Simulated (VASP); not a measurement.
The system is Mo.

```
Mo
1.0
    -1.58000    1.58000    1.58000
     1.58000   -1.58000    1.58000
     1.58000    1.58000   -1.58000
Mo
1
Direct
  0.00000 0.00000 0.00000
```

| Property | Result |
| --- | --- |
| Program | VASP 6.6.1 |
| Task | relaxation of cell and atoms |
| Functional | LDA |
| Potentials or basis | VASP PAW LDA potentials, release 64 (Mo_sv) |
| Cutoff | 600 eV |
| k mesh | 24 × 24 × 24 |
| Occupations | gaussian, width 0.3 eV |
| Spin | no spin polarisation |

At the start: pressure -11.2 GPa; volume 15.78 Å³/atom.

Question: How do energy, volume and symmetry change on relaxing?

Answer: Over 7 steps the energy falls by 23.6 meV/atom and the volume is 15.13 Å³/atom (-4.1 %); space group Im-3m (No. 229, to 0.1 Å) before and after.

The path:
| step | energy change (eV) | largest force (eV/Å) | pressure (GPa) | volume (Å³) |
| --- | --- | --- | --- | --- |
| 1 | 0.0000 | 0.0000 | -11.23 | 15.78 |
| 2 | 0.2013 | 0.0000 | 45.88 | 13.38 |
| 3 | -0.0236 | 0.0000 | -0.62 | 15.16 |
| 4 | -0.0236 | 0.0000 | -0.10 | 15.13 |
| 5 | -0.0236 | 0.0000 | 0.15 | 15.12 |
| 6 | -0.0236 | 0.0000 | -0.36 | 15.15 |
| 7 | -0.0236 | 0.0000 | 0.00 | 15.13 |

Final structure:
```
Mo
1.0
    -1.55798    1.55798    1.55798
     1.55798   -1.55798    1.55798
     1.55798    1.55798   -1.55798
Mo
1
Cartesian
  0.0000 0.0000 0.0000
```

Caveat: so wide a smearing shifts energies and pressures.
